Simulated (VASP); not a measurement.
# La (P6_3/mmc) in VASP: electric field gradients with PBE+U

Aim: the electric field gradients of La with PBE+U.

All numbers are computed with VASP 6.6.1; they aren't measurements. Logs are shortened: lines on timing, memory, paths and dates and some standing lists are left out, and cuts for length are marked.

## Step 1: The cell of the first run

It takes space group P6_3/mmc (No. 194, hexagonal). Conventional cell: a = 3.770 Å, b = 3.770 Å, c = 12.159 Å, α = 90.00°, β = 90.00°, γ = 120.00°. Within 4.9 Å of La (site symmetry -3m) lie 12 La at 3.74 to 3.77 Å. La (site symmetry -6m2) has 12 La at 3.74 to 3.77 Å within 4.9 Å.

## Step 2: Electric field gradients, PBE+U

INCAR reads:

```
SYSTEM = La
PREC     = Accurate       ! precision mode
ENCUT    = 520            ! plane-wave cutoff, eV
EDIFF    = 1E-8           ! SCF threshold, eV
ISMEAR   = -1             ! smearing method
SIGMA    = 0.05           ! smearing width, eV
LREAL    = .FALSE.        ! projectors in reciprocal space
LASPH    = .TRUE.         ! aspherical terms in the spheres
NELM     = 150            ! most SCF steps
ALGO     = Normal         ! electronic algorithm
ISIF     = 2              ! what is computed and relaxed
LWAVE    = .FALSE.        ! write WAVECAR
LCHARG   = .FALSE.        ! write CHGCAR
LMAXMIX  = 6              ! l up to which the mixer works
LDAU     = .TRUE.         ! DFT+U
LDAUTYPE = 2            
LDAUL    = 3              ! shell
LDAUU    = 2              ! U, eV
LDAUJ    = 0            
LDAUPRINT= 1            
GGA      = PE             ! functional
LEFG     = .TRUE.       
NBANDS   = 30             ! bands
```

KPOINTS reads:

```
regular mesh
0
G
  9 9 3
  0 0 0
```

POSCAR reads:

```
La
1.0
    3.7700000000      0.0000000000      0.0000000000
   -1.8850000000      3.2649157723      0.0000000000
    0.0000000000      0.0000000000     12.1590000000
La
4
Direct
    0.0000000000      0.0000000000      0.0000000000
    0.0000000000      0.0000000000      0.5000000000
    0.3333333333      0.6666666667      0.7500000000
    0.6666666667      0.3333333333      0.2500000000
```

Potentials or basis: VASP PAW PBE potentials, release 64 (La).

Command:

```
cat potpaw_PBE.64/La/POTCAR > POTCAR
mpirun -np 1 vasp_std > vasp.out
```

OUTCAR:

```text
SYSTEM = La
   PREC = Accurate
   ENCUT = 520
   EDIFF = 1E-8
   ISMEAR = -1
   LREAL = .FALSE.
   LASPH = .TRUE.
   NELM = 150
   ISIF = 2
   GGA = PE

 ion  position               nearest neighbor table
   1  0.000  0.000  0.000-
   2  0.000  0.000  0.500-
   3  0.333  0.667  0.750-
   4  0.667  0.333  0.250-

  LATTYP: Found a hexagonal cell.
 ALAT       =     3.7700000000
 C/A-ratio  =     3.2251989390

  Lattice vectors:

 A1 = (   3.7700000000,   0.0000000000,   0.0000000000)
 A2 = (  -1.8850000000,   3.2649157723,   0.0000000000)
 A3 = (   0.0000000000,   0.0000000000,  12.1590000000)

Analysis of symmetry for initial positions (statically):
=====================================================================
 Subroutine PRICEL returns:
 Original cell was already a primitive cell.

 Routine SETGRP: Setting up the symmetry group for a
 hexagonal supercell.

 Subroutine GETGRP returns: Found 24 space group operations
 (whereof 12 operations were pure point group operations)
 out of a pool of 24 trial point group operations.

The static configuration has the point symmetry D_3d.
 The point group associated with its full space group is D_6h.

Analysis of symmetry for dynamics (positions and initial velocities):
=====================================================================
 Subroutine PRICEL returns:
 Original cell was already a primitive cell.

 Routine SETGRP: Setting up the symmetry group for a
 hexagonal supercell.

 Subroutine GETGRP returns: Found 24 space group operations
 (whereof 12 operations were pure point group operations)
 out of a pool of 24 trial point group operations.

The dynamic configuration has the point symmetry D_3d.
 The point group associated with its full space group is D_6h.

 Subroutine INISYM returns: Found 24 space group operations
 (whereof 12 operations are pure point group operations),
 and found     1 'primitive' translations

----------------------------------------------------------------------------------------

                                     Primitive cell

  volume of cell :     149.6619

  direct lattice vectors                    reciprocal lattice vectors
     3.770000000  0.000000000  0.000000000     0.265251989  0.153143307  0.000000000
    -1.885000000  3.264915772  0.000000000     0.000000000  0.306286615  0.000000000
     0.000000000  0.000000000 12.159000000     0.000000000  0.000000000  0.082243606

  length of vectors
     3.770000000  3.770000000 12.159000000     0.306286615  0.306286615  0.082243606

  position of ions in fractional coordinates (direct lattice)
     0.000000000  0.000000000  0.000000000
     0.000000000  0.000000000  0.500000000
     0.333333333  0.666666667  0.750000000
     0.666666667  0.333333333  0.250000000

  ion indices of the primitive-cell ions
   primitive index   ion index
                 1           1
                 2           2
                 3           3
                 4           4

----------------------------------------------------------------------------------------

 KPOINTS: regular mesh

Automatic generation of k-mesh.
 Grid dimensions read from file:
[... 81 lines left out ...]
   IALGO  =     38    algorithm
   IMIX   =      4    mixing-type and parameters
     AMIX     =   0.40;   BMIX     =  1.00
     AMIX_MAG =   1.60;   BMIX_MAG =  1.00
  volume/ion in A,a.u.               =      37.42       252.49
  Fermi-wavevector in a.u.,A,eV,Ry     =   1.088567  2.057094 16.122618  1.184979
  Thomas-Fermi vector in A             =   2.224752
   LORBIT       =      0    0 simple, 1 ext, 2 COOP (PROOUT), +10 PAW based schemes
 LDA+U is selected, type is set to LDAUTYPE =  2
   angular momentum for each species LDAUL =     3
   U (eV)           for each species LDAUU =   2.0
   J (eV)           for each species LDAUJ =   0.0
   GGA     = PE    functional components
   LHFCALC =     F    Hartree Fock is set to
   AEXX    =    0.0000 exact exchange contribution
   IVDW    =     0    specifies the selected vdW correction
   LEPSILON=     F    determine dielectric tensor
   LRPA    =     F    only Hartree local field effects (RPA)
 non-spin polarized calculation
  energy-cutoff  :      520.00
  volume of cell :      149.66
 maximum number of plane-waves:      4055
 NGX is ok and might be reduce to    28
   NGX = 13   NGY = 13   NGZ = 45

atom =   1  type =  1  l = 3

 onsite density matrix

spin component  1
[... 144 lines left out ...]
  o =  0.0014  v =  0.0000 -0.0000 -0.0000  0.0000  0.0000  0.0000 -1.0000  0.0000  0.0000  0.0000  0.0000  0.0000  0.0000  0.0000      0.0000  0.0000  0.0000  0.0000  0.0000  0.0000  0.0000  0.0000  0.0000  0.0000  0.0000  0.0000  0.0000  0.0000
  o =  0.0014  v =  0.0000  0.0000  0.0000  0.0000  0.0000  0.0000  0.0000  0.0000 -0.0000 -0.0000  0.0000  0.0000  0.0000 -1.0000      0.0000  0.0000  0.0000  0.0000  0.0000  0.0000  0.0000  0.0000  0.0000  0.0000  0.0000  0.0000  0.0000  0.0000
  o =  0.0018  v =  0.0000 -0.0000 -0.0000  0.0000  1.0000 -0.0000  0.0000  0.0000  0.0000  0.0000  0.0000  0.0000  0.0000  0.0000      0.0000  0.0000  0.0000  0.0000  0.0000  0.0000  0.0000  0.0000  0.0000  0.0000  0.0000  0.0000  0.0000  0.0000
  o =  0.0018  v =  0.0000  0.0000  0.0000  0.0000  0.0000  0.0000  0.0000  0.0000 -0.0000 -0.0000  0.0000  1.0000 -0.0000  0.0000      0.0000  0.0000  0.0000  0.0000  0.0000  0.0000  0.0000  0.0000  0.0000  0.0000  0.0000  0.0000  0.0000  0.0000
  o =  0.0018  v =  0.0000  0.0000  0.0000  0.0000  0.0000  0.0000  0.0000 -0.0000  0.0000  1.0000 -0.0000  0.0000  0.0000 -0.0000      0.0000  0.0000  0.0000  0.0000  0.0000  0.0000  0.0000  0.0000  0.0000  0.0000  0.0000  0.0000  0.0000  0.0000
  o =  0.0018  v = -0.0000  0.0000  1.0000 -0.0000  0.0000  0.0000 -0.0000  0.0000  0.0000  0.0000  0.0000  0.0000  0.0000  0.0000      0.0000  0.0000  0.0000  0.0000  0.0000  0.0000  0.0000  0.0000  0.0000  0.0000  0.0000  0.0000  0.0000  0.0000
  o =  0.0036  v = -0.0000  0.9809 -0.0000  0.0000  0.0000 -0.1944 -0.0000  0.0000  0.0000  0.0000  0.0000  0.0000  0.0000  0.0000      0.0000  0.0000  0.0000  0.0000  0.0000  0.0000  0.0000  0.0000  0.0000  0.0000  0.0000  0.0000  0.0000  0.0000
  o =  0.0036  v =  0.0000  0.0000  0.0000  0.0000  0.0000  0.0000  0.0000 -0.0000  0.9809 -0.0000  0.0000  0.0000 -0.1944 -0.0000      0.0000  0.0000  0.0000  0.0000  0.0000  0.0000  0.0000  0.0000  0.0000  0.0000  0.0000  0.0000  0.0000  0.0000
  o =  0.0036  v = -0.0000  0.1944  0.0000 -0.0000  0.0000  0.9809  0.0000  0.0000  0.0000  0.0000  0.0000  0.0000  0.0000  0.0000      0.0000  0.0000  0.0000  0.0000  0.0000  0.0000  0.0000  0.0000  0.0000  0.0000  0.0000  0.0000  0.0000  0.0000
  o =  0.0036  v =  0.0000  0.0000  0.0000  0.0000  0.0000  0.0000  0.0000 -0.0000  0.1944  0.0000 -0.0000  0.0000  0.9809  0.0000      0.0000  0.0000  0.0000  0.0000  0.0000  0.0000  0.0000  0.0000  0.0000  0.0000  0.0000  0.0000  0.0000  0.0000
  o =  0.0056  v =  0.0000  0.0000  0.0000  0.0000  0.0000  0.0000  0.0000  0.0000 -0.0000  0.0000 -1.0000  0.0000 -0.0000 -0.0000      0.0000  0.0000  0.0000  0.0000  0.0000  0.0000  0.0000  0.0000  0.0000  0.0000  0.0000  0.0000  0.0000  0.0000
  o =  0.0056  v =  0.0000 -0.0000  0.0000 -1.0000  0.0000 -0.0000 -0.0000  0.0000  0.0000  0.0000  0.0000  0.0000  0.0000  0.0000      0.0000  0.0000  0.0000  0.0000  0.0000  0.0000  0.0000  0.0000  0.0000  0.0000  0.0000  0.0000  0.0000  0.0000
  o =  0.0060  v =  1.0000  0.0000  0.0000  0.0000 -0.0000  0.0000  0.0000  0.0000  0.0000  0.0000  0.0000  0.0000  0.0000  0.0000      0.0000  0.0000  0.0000  0.0000  0.0000  0.0000  0.0000  0.0000  0.0000  0.0000  0.0000  0.0000  0.0000  0.0000
  o =  0.0060  v =  0.0000  0.0000  0.0000  0.0000  0.0000  0.0000  0.0000  1.0000  0.0000  0.0000  0.0000 -0.0000  0.0000  0.0000      0.0000  0.0000  0.0000  0.0000  0.0000  0.0000  0.0000  0.0000  0.0000  0.0000  0.0000  0.0000  0.0000  0.0000

 number of electron      44.0000000 magnetization

 Free energy of the ion-electron system (eV)
  ---------------------------------------------------
  ext. energy  EPLUGINS =         0.00000000
  ---------------------------------------------------
  free energy    TOTEN  =       -19.30708955 eV

  energy without entropy =      -19.25597433  energy(sigma->0) =      -19.28153194

 E-fermi :   7.8580     XC(G=0):  -9.5370

 val. band max:        7.8089869479   @ k =   0.2222   0.0000   0.0000
 cond. band min:       7.8599642730   @ k =   0.2222   0.0000   0.3333
 fundamental gap:      0.0509773250
 Fermi energy:         7.8580224831

 k-point     1 :       0.0000    0.0000    0.0000
  band No.  band energies     occupation
      1     -25.1741      2.00000
      2     -25.0887      2.00000
      3     -25.0638      2.00000
      4     -24.9752      2.00000
      5      -9.5165      2.00000
      6      -8.8791      2.00000
[... 781 lines left out ...]
     29       9.8172      0.00000
     30       9.8264      0.00000

------------------------ aborting loop because EDIFF is reached ----------------------------------------

  FORCE on cell =-STRESS in cart. coord.  units (eV):
  Direction    XX          YY          ZZ          XY          YZ          ZX
  --------------------------------------------------------------------------------------
  -------------------------------------------------------------------------------------
  Total        0.5220063      0.5220063      0.3140579      0.0000000      0.0000000      0.0000000
  in kB        5.5882407      5.5882407      3.3620880      0.0000000      0.0000000      0.0000000
  external PRESSURE =       4.8461898 kB  Pullay stress =       0.0000000 kB

 VOLUME and BASIS-vectors are now :
 -----------------------------------------------------------------------------
  energy-cutoff  :      520.00
  volume of cell :      149.66
      direct lattice vectors                 reciprocal lattice vectors
     3.770000000  0.000000000  0.000000000     0.265251989  0.153143307  0.000000000
    -1.885000000  3.264915772  0.000000000     0.000000000  0.306286615  0.000000000
     0.000000000  0.000000000 12.159000000     0.000000000  0.000000000  0.082243606

 POSITION                                       TOTAL-FORCE (eV/Angst)
 -----------------------------------------------------------------------------------
      0.00000      0.00000      0.00000         0.000000     -0.000000      0.000000
      0.00000      0.00000      6.07950         0.000000     -0.000000      0.000000
     -0.00000      2.17661      9.11925        -0.000000     -0.000000     -0.000000
      1.88500      1.08831      3.03975        -0.000000      0.000000      0.000000
 -----------------------------------------------------------------------------------
    total drift:                               -0.000000      0.000000      0.000000

  FREE ENERGIE OF THE ION-ELECTRON SYSTEM (eV)
  ---------------------------------------------------
  free  energy   TOTEN  =       -19.3070895495 eV

  energy  without entropy=      -19.2559743293  energy(sigma->0) =      -19.28153194

 Electric field gradients (V/A^2)
---------------------------------------------------------------------
 ion       V_xx      V_yy      V_zz      V_xy      V_xz      V_yz
---------------------------------------------------------------------
   1      -5.765    -5.765    11.530    -0.000    -0.000     0.000
   2      -5.765    -5.765    11.530    -0.000     0.000    -0.000
   3      -9.476    -9.476    18.952     0.001     0.000    -0.000
   4      -9.476    -9.476    18.952     0.001     0.000     0.000
---------------------------------------------------------------------

 Electric field gradients after diagonalization (V/A^2)
 (convention: |V_zz| > |V_xx| > |V_yy|)
----------------------------------------------------------------------
 ion       V_xx      V_yy      V_zz     asymmetry (V_yy - V_xx)/ V_zz
----------------------------------------------------------------------
   1      -5.765    -5.765    11.530       0.000
   2      -5.765    -5.765    11.530       0.000
   3      -9.476    -9.475    18.952       0.000
   4      -9.476    -9.475    18.952       0.000
----------------------------------------------------------------------

           NMR quadrupolar parameters

 Cq : quadrupolar parameter    Cq=e*Q*V_zz/h
 eta: asymmetry parameters     (V_yy - V_xx)/ V_zz
 Q  : nuclear electric quadrupole moment in mb (millibarn)
----------------------------------------------------------------------
 ion       Cq(MHz)       eta       Q (mb)
----------------------------------------------------------------------
   1       0.028       0.000       1.000
   2       0.028       0.000       1.000
   3       0.046       0.000       1.000
   4       0.046       0.000       1.000
----------------------------------------------------------------------
```

It took 4.2 min on 1 thread of AMD EPYC 7R43 (Zen 3), shared host; peak memory 0.25 GiB.

Results:

| Quantity | Value |
| --- | --- |
| Free energy | -19.3071 eV |
| Pressure | 0.5 GPa |
| Band gap on the k mesh | zero (bands 22 and 23 overlap by 1.31 eV) |
| Largest electric field gradient by atom | La +11.5, +19.0 (each value once) V/Å² |

Levels at points of the mesh, in eV from the Fermi level:
```tsv
k point	band 20	band 21	band 22	band 23	band 24	band 25
(0.00, 0.00, 0.00)	-1.80	0.57	0.67	1.19	1.19	1.25
```

Electric field gradients, principal values (V/Å²):
| atom | least | middle | greatest (by size) |
| --- | --- | --- | --- |
| 1 La | -5.765 | -5.765 | 11.530 |
| 2 La | -5.765 | -5.765 | 11.530 |
| 3 La | -9.475 | -9.476 | 18.952 |
| 4 La | -9.475 | -9.476 | 18.952 |

Eigenvalues of the final occupation matrices:
```tsv
site	spin	trace	eigenvalues
site 1 f	1	0.03	0.00 0.00 0.00 0.00 0.00 0.00 0.01
site 1 f	2	0.03	0.00 0.00 0.00 0.00 0.00 0.00 0.01
site 2 f	1	0.03	0.00 0.00 0.00 0.00 0.00 0.00 0.01
site 2 f	2	0.03	0.00 0.00 0.00 0.00 0.00 0.00 0.01
site 3 f	1	0.02	0.00 0.00 0.00 0.00 0.00 0.01 0.01
site 3 f	2	0.02	0.00 0.00 0.00 0.00 0.00 0.01 0.01
site 4 f	1	0.02	0.00 0.00 0.00 0.00 0.00 0.01 0.01
site 4 f	2	0.02	0.00 0.00 0.00 0.00 0.00 0.01 0.01
```

Caveat: without QUAD_EFG the Cq values of the log hold for a quadrupole moment of 1 mb, not for the nuclei; spin-orbit coupling is left out, which moves the levels of the heavy elements; U without spin polarisation on a metal has little footing; the U is typed as a test and isn't derived for this compound.
